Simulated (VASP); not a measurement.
# GaN (P6_3mc) in VASP: further runs

Runs on GaN. Level: PBE. Tasks: single point.

Everything below comes from runs of VASP 6.6.1. Logs are shortened: lines on timing, memory, paths and dates and some standing lists are left out, and cuts for length are marked.

## Step 1: The cell of the first run

The structure is hexagonal, space group P6_3mc (No. 186). Conventional cell: a = 3.115 Å, b = 3.115 Å, c = 5.061 Å, α = 90.00°, β = 90.00°, γ = 120.00°. Ga (site symmetry 3m) has 4 N at 1.90 to 1.91 Å within 2.5 Å. N (site symmetry 3m) has 4 Ga at 1.90 to 1.91 Å within 2.5 Å.

## Step 2: Single point, PBE

INCAR reads:

```
SYSTEM = GaN
PREC = Accurate
ENCUT = 520
EDIFF = 1E-6
ISMEAR = 0
SIGMA = 0.01
LREAL = .FALSE.
LASPH = .TRUE.
NELM = 100
ALGO = Normal
ISIF = 2
LWAVE = .FALSE.
LCHARG = .TRUE.
GGA = PE
LELF = .TRUE.
LVHAR = .TRUE.
NBANDS = 26
```

KPOINTS reads:

```
Automatic mesh
0
G
  12 12 4
  0 0 0
```

POSCAR reads:

```
GaN
1.0
    3.1150838257      0.0000000000      0.0000000000
   -1.5575419129      2.6977417240      0.0000000000
    0.0000000000      0.0000000000      5.0605418376
Ga N
2 2
Direct
    0.3333333333      0.6666666667      0.0000000000
    0.6666666667      0.3333333333      0.5000000000
    0.3333333333      0.6666666667      0.3750000000
    0.6666666667      0.3333333333      0.8750000000
```

Potentials or basis: VASP PAW PBE potentials, release 64 (Ga_d, N).

Started as:

```sh
> cat potpaw_PBE.64/Ga_d/POTCAR potpaw_PBE.64/N/POTCAR > POTCAR
> mpirun -np 1 vasp_std > vasp.out
```

OUTCAR:

```text
SYSTEM = GaN
   PREC = Accurate
   ENCUT = 520
   EDIFF = 1E-6
   ISMEAR = 0
   LREAL = .FALSE.
   LASPH = .TRUE.
   NELM = 100
   ISIF = 2
   GGA = PE

 ion  position               nearest neighbor table
   1  0.333  0.667  0.000-   3 1.90   4 1.91   4 1.91   4 1.91
   2  0.667  0.333  0.500-   4 1.90   3 1.91   3 1.91   3 1.91
   3  0.333  0.667  0.375-   1 1.90   2 1.91   2 1.91   2 1.91
   4  0.667  0.333  0.875-   2 1.90   1 1.91   1 1.91   1 1.91

  LATTYP: Found a hexagonal cell.
 ALAT       =     3.1150838257
 C/A-ratio  =     1.6245283019

  Lattice vectors:

 A1 = (   3.1150838257,   0.0000000000,   0.0000000000)
 A2 = (  -1.5575419129,   2.6977417240,   0.0000000000)
 A3 = (   0.0000000000,   0.0000000000,   5.0605418376)

Analysis of symmetry for initial positions (statically):
=====================================================================
 Subroutine PRICEL returns:
 Original cell was already a primitive cell.

 Routine SETGRP: Setting up the symmetry group for a
 hexagonal supercell.

 Subroutine GETGRP returns: Found 12 space group operations
 (whereof  6 operations were pure point group operations)
 out of a pool of 24 trial point group operations.

The static configuration has the point symmetry C_3v.
 The point group associated with its full space group is C_6v.

Analysis of symmetry for dynamics (positions and initial velocities):
=====================================================================
 Subroutine PRICEL returns:
 Original cell was already a primitive cell.

 Routine SETGRP: Setting up the symmetry group for a
 hexagonal supercell.

 Subroutine GETGRP returns: Found 12 space group operations
 (whereof  6 operations were pure point group operations)
 out of a pool of 24 trial point group operations.

The dynamic configuration has the point symmetry C_3v.
 The point group associated with its full space group is C_6v.

 Subroutine INISYM returns: Found 12 space group operations
 (whereof  6 operations are pure point group operations),
 and found     1 'primitive' translations

----------------------------------------------------------------------------------------

                                     Primitive cell

  volume of cell :      42.5272

  direct lattice vectors                    reciprocal lattice vectors
     3.115083826  0.000000000  0.000000000     0.321018649  0.185340203  0.000000000
    -1.557541913  2.697741724  0.000000000     0.000000000  0.370680407  0.000000000
     0.000000000  0.000000000  5.060541838     0.000000000  0.000000000  0.197607298

  length of vectors
     3.115083826  3.115083822  5.060541838     0.370680407  0.370680407  0.197607298

  position of ions in fractional coordinates (direct lattice)
     0.333333333  0.666666667  0.000000000
     0.666666667  0.333333333  0.500000000
     0.333333333  0.666666667  0.375000000
     0.666666667  0.333333333  0.875000000

  ion indices of the primitive-cell ions
   primitive index   ion index
                 1           1
                 2           2
                 3           3
                 4           4

----------------------------------------------------------------------------------------

 KPOINTS: Automatic mesh

Automatic generation of k-mesh.
 Grid dimensions read from file:
 generate k-points for:   12   12    4

 Generating k-lattice:

  Cartesian coordinates                     Fractional coordinates (reciprocal lattice)
     0.026751554  0.015445017  0.000000000     0.083333333  0.000000000  0.000000000
     0.000000000  0.030890034  0.000000000     0.000000000  0.083333333  0.000000000
     0.000000000  0.000000000  0.049401825     0.000000000  0.000000000  0.250000000

  Length of vectors
     0.030890034  0.030890034  0.049401825

  Shift w.r.t. Gamma in fractional coordinates (k-lattice)
     0.000000000  0.000000000  0.000000000

 Subroutine IBZKPT returns following result:
 ===========================================

 Found     57 irreducible k-points:

 Following reciprocal coordinates:
            Coordinates               Weight
  0.000000  0.000000  0.000000      1.000000
  0.083333 -0.000000  0.000000      6.000000
  0.166667 -0.000000  0.000000      6.000000
  0.250000 -0.000000  0.000000      6.000000
  0.333333 -0.000000  0.000000      6.000000
  0.416667  0.000000  0.000000      6.000000
[... 16 lines left out ...]
  0.250000 -0.000000  0.250000     12.000000
  0.333333 -0.000000  0.250000     12.000000
 [... further k-points ...]
   k-points           NKPTS =     57   k-points in BZ     NKDIM =     57   number of bands    NBANDS=     26
   number of dos      NEDOS =    301   number of ions     NIONS =      4
   total plane-waves  NPLWV =  23040
   dimension x,y,z NGX =    24 NGY =   24 NGZ =   40
   dimension x,y,z NGXF=    48 NGYF=   48 NGZF=   80
   ions per type =               2   2
   NGX,Y,Z   is equivalent  to a cutoff of  12.81, 12.81, 13.14 a.u.
   NGXF,Y,Z  is equivalent  to a cutoff of  25.62, 25.62, 26.28 a.u.
 SYSTEM =  GaN
   PREC   = accura    normal or accurate (medium, high low for compatibility)
   ISTART =      0    job   : 0-new  1-cont  2-samecut
   ICHARG =      2    charge: 1-file 2-atom 10-const
   ISPIN  =      1    spin polarized calculation?
   LNONCOLLINEAR =      F non collinear calculations
   LSORBIT =      F    spin-orbit coupling
   LASPH  =      T    aspherical Exc in radial PAW
   ENCUT  =  520.0 eV  38.22 Ry    6.18 a.u.   5.79  5.79  9.41*2*pi/ulx,y,z
   NELM   =    100;   NELMIN=  2; NELMDL= -5     # of ELM steps
   EDIFF  = 0.1E-05   stopping-criterion for ELM
   LREAL  =      F    real-space projection
   EDIFFG = 0.1E-04   stopping-criterion for IOM
   NSW    =      0    number of steps for IOM
   IBRION =     -1    ionic relax: 0-MD 1-quasi-New 2-CG
   NFREE  =      0    steps in history (QN), initial steepest desc. (CG)
   ISIF   =      2    stress and relaxation
   ISYM   =      2    0-nonsym 1-usesym 2-fastsym
   POTIM  = 0.5000    time-step for ionic-motion
   TEBEG  =    0.0;   TEEND  =   0.0 temperature during run
   PSTRESS=    0.0 pullay stress
   NELECT =      36.0000    total number of electrons
   NUPDOWN=      -1.0000    fix difference up-down
   EMIN   =  10.00;   EMAX   =-10.00  energy-range for DOS
   EFERMI =   0.00;   METHOD = LEGACY
   ISMEAR =     0;   SIGMA  =   0.01  broadening in eV -4-tet -1-fermi 0-gaus
   EFERMI_NEDOS =   21; number of points for ismear=-14 and -15
   IALGO  =     38    algorithm
   IMIX   =      4    mixing-type and parameters
     AMIX     =   0.40;   BMIX     =  1.00
     AMIX_MAG =   1.60;   BMIX_MAG =  1.00
  volume/ion in A,a.u.               =      10.63        71.75
  Fermi-wavevector in a.u.,A,eV,Ry     =   1.548650  2.926524 32.631083  2.398317
  Thomas-Fermi vector in A             =   2.653570
   LORBIT       =      0    0 simple, 1 ext, 2 COOP (PROOUT), +10 PAW based schemes
   GGA     = PE    functional components
   LHFCALC =     F    Hartree Fock is set to
   AEXX    =    0.0000 exact exchange contribution
   IVDW    =     0    specifies the selected vdW correction
   LEPSILON=     F    determine dielectric tensor
   LRPA    =     F    only Hartree local field effects (RPA)
 non-spin polarized calculation
 Gauss-broadening in eV      SIGMA  =   0.01
  energy-cutoff  :      520.00
  volume of cell :       42.53
 maximum number of plane-waves:      1182
 NGX is ok and might be reduce to    24
   NGX = 11   NGY = 11   NGZ = 19

 number of electron      36.0000022 magnetization

 Free energy of the ion-electron system (eV)
  ---------------------------------------------------
  ext. energy  EPLUGINS =         0.00000000
  ---------------------------------------------------
  free energy    TOTEN  =       -24.04482637 eV

  energy without entropy =      -24.04482637  energy(sigma->0) =      -24.04482637

 E-fermi :   6.2735     XC(G=0): -12.0590

 val. band max:        6.1350042124   @ k =   0.0000   0.0000   0.0000
 cond. band min:       8.5259957599   @ k =   0.0000   0.0000   0.0000
 fundamental gap:      2.3909915475
 Fermi energy:         6.2735386401

 k-point     1 :       0.0000    0.0000    0.0000
  band No.  band energies     occupation
      1     -10.4921      2.00000
      2      -9.3276      2.00000
      3      -7.3899      2.00000
      4      -7.3648      2.00000
      5      -7.3648      2.00000
      6      -7.2864      2.00000
[... 18 lines left out ...]
     25      18.3755      0.00000
     26      18.3755      0.00000

 k-point     2 :       0.0833   -0.0000    0.0000
  band No.  band energies     occupation
      1     -10.4142      2.00000
      2      -9.3052      2.00000
      3      -7.3808      2.00000
      4      -7.3527      2.00000
      5      -7.3465      2.00000
      6      -7.2779      2.00000
[... 18 lines left out ...]
     25      18.0165      0.00000
     26      18.5415      0.00000

 k-point     3 :       0.1667   -0.0000    0.0000
  band No.  band energies     occupation
      1     -10.1985      2.00000
      2      -9.2490      2.00000
      3      -7.3511      2.00000
      4      -7.3234      2.00000
      5      -7.2930      2.00000
      6      -7.2411      2.00000
[... 18 lines left out ...]
     25      18.0849      0.00000
     26      18.9147      0.00000

 k-point     4 :       0.2500   -0.0000    0.0000
  band No.  band energies     occupation
      1      -9.9019      2.00000
      2      -9.1855      2.00000
      3      -7.3206      2.00000
      4      -7.2944      2.00000
      5      -7.2314      2.00000
      6      -7.1614      2.00000
[... 18 lines left out ...]
     25      17.9908      0.00000
     26      19.4223      0.00000
[... 496 lines left out ...]
      1     -10.0189      2.00000
      2      -9.3295      2.00000
      3      -7.3401      2.00000
      4      -7.3137      2.00000
      5      -7.2883      2.00000
      6      -7.2432      2.00000
[... 18 lines left out ...]
     25      17.4911      0.00000
     26      18.4411      0.00000

 k-point    23 :       0.2500   -0.0000    0.2500
  band No.  band energies     occupation
      1      -9.7534      2.00000
      2      -9.2375      2.00000
      3      -7.3211      2.00000
      4      -7.2767      2.00000
      5      -7.2569      2.00000
      6      -7.1824      2.00000
[... 18 lines left out ...]
     25      17.5362      0.00000
     26      19.0375      0.00000

 k-point    24 :       0.3333   -0.0000    0.2500
  band No.  band energies     occupation
      1      -9.5059      2.00000
      2      -9.1651      2.00000
      3      -7.3183      2.00000
      4      -7.2526      2.00000
      5      -7.2327      2.00000
      6      -7.1240      2.00000
[... 18 lines left out ...]
     25      17.5860      0.00000
     26      19.6736      0.00000

 [... further k-points ...]

------------------------ aborting loop because EDIFF is reached ----------------------------------------

  FORCE on cell =-STRESS in cart. coord.  units (eV):
  Direction    XX          YY          ZZ          XY          YZ          ZX
  --------------------------------------------------------------------------------------
  -------------------------------------------------------------------------------------
  Total        5.4911650      5.4911650      6.2312448     -0.0000000      0.0000000      0.0000000
  in kB      206.8749712    206.8749705    234.7568484     -0.0000000      0.0000000      0.0000000
  external PRESSURE =     216.1689300 kB  Pullay stress =       0.0000000 kB

 VOLUME and BASIS-vectors are now :
 -----------------------------------------------------------------------------
  energy-cutoff  :      520.00
  volume of cell :       42.53
      direct lattice vectors                 reciprocal lattice vectors
     3.115083826  0.000000000  0.000000000     0.321018649  0.185340203  0.000000000
    -1.557541913  2.697741724  0.000000000     0.000000000  0.370680407  0.000000000
     0.000000000  0.000000000  5.060541838     0.000000000  0.000000000  0.197607298

 POSITION                                       TOTAL-FORCE (eV/Angst)
 -----------------------------------------------------------------------------------
     -0.00000      1.79849      0.00000        -0.000000     -0.000000     -0.151602
      1.55754      0.89925      2.53027         0.000000     -0.000000     -0.151602
     -0.00000      1.79849      1.89770         0.000000     -0.000000      0.151602
      1.55754      0.89925      4.42797        -0.000000      0.000000      0.151602
 -----------------------------------------------------------------------------------
    total drift:                               -0.000000     -0.000000     -0.000207

  FREE ENERGIE OF THE ION-ELECTRON SYSTEM (eV)
  ---------------------------------------------------
  free  energy   TOTEN  =       -24.0448263670 eV

  energy  without entropy=      -24.0448263670  energy(sigma->0) =      -24.04482637
```

Run time: 35 s. Hardware: 1 thread of AMD EPYC 9R45 (Zen 5), shared host; peak memory 0.16 GiB.

What came out:

| Item | Value |
| --- | --- |
| Free energy | -24.0448 eV |
| Pressure | 21.6 GPa |
| Largest force | 0.152 eV/Å |
| Band gap on the k mesh | 2.39 eV, direct |

Forces in eV/Å, atoms in the order of the input:
```
Ga   0.000  0.000 -0.152
Ga   0.000  0.000 -0.152
N    0.000  0.000  0.152
N    0.000  0.000  0.152
```

## Step 3: Single point, PBE

This run uses another cell than the first one, of 10.86 Å³/atom, 1.021 times its volume.

INCAR reads:

```
SYSTEM = GaN
PREC = Accurate
ENCUT = 520
EDIFF = 1E-6
ISMEAR = 0
SIGMA = 0.01
LREAL = .False.
LASPH = .True.
NELM = 80
ALGO = Normal
ISIF = 2
LWAVE = .False.
LCHARG = .False.
GGA = PE
NBANDS = 26
```

KPOINTS reads:

```
regular mesh
0
Gamma
  12 12 4
  0 0 0
```

POSCAR reads:

```
GaN
1.0
    3.1370217585      0.0000000000      0.0000000000
   -1.5685108793      2.7167405311      0.0000000000
    0.0000000000      0.0000000000      5.0961806304
Ga N
2 2
Direct
    0.3333333333      0.6666666667      0.0000000000
    0.6666666667      0.3333333333      0.5000000000
    0.3333333333      0.6666666667      0.3750000000
    0.6666666667      0.3333333333      0.8750000000
```

Potentials or basis: VASP PAW PBE potentials, release 64 (Ga_d, N).

Started as:

```sh
> cat potpaw_PBE.64/Ga_d/POTCAR potpaw_PBE.64/N/POTCAR > POTCAR
> mpirun -np 1 vasp_std > vasp.out
```

OUTCAR:

```text
SYSTEM = GaN
   PREC = Accurate
   ENCUT = 520
   EDIFF = 1E-6
   ISMEAR = 0
   LREAL = .False.
   LASPH = .True.
   NELM = 80
   ISIF = 2
   GGA = PE

 ion  position               nearest neighbor table
   1  0.333  0.667  0.000-   3 1.91   4 1.92   4 1.92   4 1.92
   2  0.667  0.333  0.500-   4 1.91   3 1.92   3 1.92   3 1.92
   3  0.333  0.667  0.375-   1 1.91   2 1.92   2 1.92   2 1.92
   4  0.667  0.333  0.875-   2 1.91   1 1.92   1 1.92   1 1.92

  LATTYP: Found a hexagonal cell.
 ALAT       =     3.1370217585
 C/A-ratio  =     1.6245283019

  Lattice vectors:

 A1 = (   3.1370217585,   0.0000000000,   0.0000000000)
 A2 = (  -1.5685108793,   2.7167405311,   0.0000000000)
 A3 = (   0.0000000000,   0.0000000000,   5.0961806304)

Analysis of symmetry for initial positions (statically):
=====================================================================
 Subroutine PRICEL returns:
 Original cell was already a primitive cell.

 Routine SETGRP: Setting up the symmetry group for a
 hexagonal supercell.
[... 170 lines left out ...]
  free energy    TOTEN  =       -24.15215464 eV

  energy without entropy =      -24.15215464  energy(sigma->0) =      -24.15215464

 E-fermi :   5.9607     XC(G=0): -11.9435

 val. band max:        5.8903624840   @ k =   0.0000   0.0000   0.0000
 cond. band min:       8.1391381121   @ k =   0.0000   0.0000   0.0000
 fundamental gap:      2.2487756281
 Fermi energy:         5.9606521922

 k-point     1 :       0.0000    0.0000    0.0000
  band No.  band energies     occupation
      1     -10.5424      2.00000
      2      -9.4472      2.00000
      3      -7.6070      2.00000
      4      -7.5832      2.00000
      5      -7.5832      2.00000
      6      -7.5098      2.00000
[... 685 lines left out ...]
     25      17.2060      0.00000
     26      19.2390      0.00000

 [... further k-points ...]

------------------------ aborting loop because EDIFF is reached ----------------------------------------

  FORCE on cell =-STRESS in cart. coord.  units (eV):
  Direction    XX          YY          ZZ          XY          YZ          ZX
  --------------------------------------------------------------------------------------
  -------------------------------------------------------------------------------------
  Total        4.2043413      4.2043413      4.8980980     -0.0000000      0.0000000      0.0000000
  in kB      155.0950884    155.0950879    180.6872661     -0.0000000      0.0000000      0.0000000
  external PRESSURE =     163.6258141 kB  Pullay stress =       0.0000000 kB

 VOLUME and BASIS-vectors are now :
 -----------------------------------------------------------------------------
  energy-cutoff  :      520.00
  volume of cell :       43.43
      direct lattice vectors                 reciprocal lattice vectors
     3.137021758  0.000000000  0.000000000     0.318773690  0.184044076  0.000000000
    -1.568510879  2.716740531  0.000000000     0.000000000  0.368088151  0.000000000
     0.000000000  0.000000000  5.096180630     0.000000000  0.000000000  0.196225384

 POSITION                                       TOTAL-FORCE (eV/Angst)
 -----------------------------------------------------------------------------------
     -0.00000      1.81116      0.00000        -0.000000      0.000000     -0.145574
      1.56851      0.90558      2.54809         0.000000     -0.000000     -0.145574
     -0.00000      1.81116      1.91107        -0.000000     -0.000000      0.145574
      1.56851      0.90558      4.45916         0.000000      0.000000      0.145574
 -----------------------------------------------------------------------------------
    total drift:                               -0.000001     -0.000001     -0.000115

  FREE ENERGIE OF THE ION-ELECTRON SYSTEM (eV)
  ---------------------------------------------------
  free  energy   TOTEN  =       -24.1521546426 eV

  energy  without entropy=      -24.1521546426  energy(sigma->0) =      -24.15215464
```

OSZICAR:

```text
N       E                     dE             d eps       ncg     rms          rms(c)
DAV:   1     0.279611763903E+03    0.27961E+03   -0.17619E+04  3258   0.261E+03
DAV:   2     0.707414295349E+01   -0.27254E+03   -0.25692E+03  3244   0.495E+02
DAV:   3    -0.271888163720E+02   -0.34263E+02   -0.33763E+02  3460   0.142E+02
DAV:   4    -0.283204599954E+02   -0.11316E+01   -0.11271E+01  3494   0.278E+01
DAV:   5    -0.283439060475E+02   -0.23446E-01   -0.23419E-01  3648   0.385E+00    0.112E+01
DAV:   6    -0.240625723706E+02    0.42813E+01   -0.99068E+00  4902   0.512E+01    0.306E+00
DAV:   7    -0.241703278822E+02   -0.10776E+00   -0.15718E+00  3154   0.917E+00    0.277E+00
DAV:   8    -0.241656145371E+02    0.47133E-02   -0.13371E-01  4474   0.557E+00    0.718E-01
DAV:   9    -0.241515556141E+02    0.14059E-01   -0.51796E-02  4892   0.405E+00    0.302E-01
DAV:  10    -0.241522627557E+02   -0.70714E-03   -0.34306E-03  3272   0.514E-01    0.777E-02
DAV:  11    -0.241521471476E+02    0.11561E-03   -0.82905E-04  4466   0.527E-01    0.259E-02
DAV:  12    -0.241521522162E+02   -0.50686E-05   -0.87673E-05  3332   0.875E-02    0.894E-03
DAV:  13    -0.241521546111E+02   -0.23949E-05   -0.16437E-05  4154   0.412E-02    0.851E-03
DAV:  14    -0.241521546426E+02   -0.31448E-07   -0.35009E-06  3008   0.177E-02
   1 F= -.24152155E+02 E0= -.24152155E+02  d E =-.683871E-26
```

Wall time 36 s (1 thread of AMD EPYC 9R45 (Zen 5), shared host); peak memory 0.16 GiB.

Results:

```
Free energy            : -24.1522 eV
Pressure               : 16.4 GPa
Largest force          : 0.146 eV/Å
Band gap on the k mesh : 2.25 eV, direct
```

Forces in eV/Å, atoms in the order of the input:
```
Ga   0.000  0.000 -0.146
Ga   0.000  0.000 -0.146
N    0.000  0.000  0.146
N    0.000  0.000  0.146
```

(Part 1 of 2 ends here.)
